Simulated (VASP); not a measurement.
Here is a VASP 6.6.1 calculation.

The input INCAR:

```
SYSTEM = HfB2
PREC = Accurate ; ENCUT = 600
EDIFF = 1E-8 ; ISMEAR = -1
SIGMA = 0.15 ; LREAL = .FALSE.
LASPH = .TRUE. ; NELM = 60
ALGO = Normal ; ISIF = 3
LWAVE = .FALSE. ; LCHARG = .FALSE.
GGA = PS ; NBANDS = 15
IBRION = 6 ; NFREE = 2
POTIM = 0.015 ; NSW = 1
```

Contents of KPOINTS:

```
Automatic mesh
0
G
  18 18 12
  0 0 0
```

POSCAR

```
HfB2
1.0
    3.1279917018      0.0000000000      0.0000000000
   -1.5639958509      2.7089202766      0.0000000000
    0.0000000000      0.0000000000      3.4459705834
Hf B
1 2
Direct
    0.0000000000      0.0000000000      0.0000000000
    0.3333333333      0.6666666667      0.5000000000
    0.6666666667      0.3333333333      0.5000000000
```

Potentials or basis: VASP PAW PBE potentials, release 64 (Hf_pv, B).

Launch:

```sh
$ cat potpaw_PBE.64/Hf_pv/POTCAR potpaw_PBE.64/B/POTCAR > POTCAR
$ mpirun -np 1 vasp_std > vasp.out
```

Task: Predict the Voigt bulk modulus.

Result: 266 GPa.

Task: Estimate the highest phonon frequency at Γ.

Result: 823 cm⁻¹.

Phonon frequencies in cm⁻¹ (negative: imaginary):
```
              q point                    frequencies
(0.000, 0.000, 0.000)  0 0 0 452 452 478 550 823 823
```

Caveat: the PAW data sets were made with another functional, which shifts forces and pressure a little.
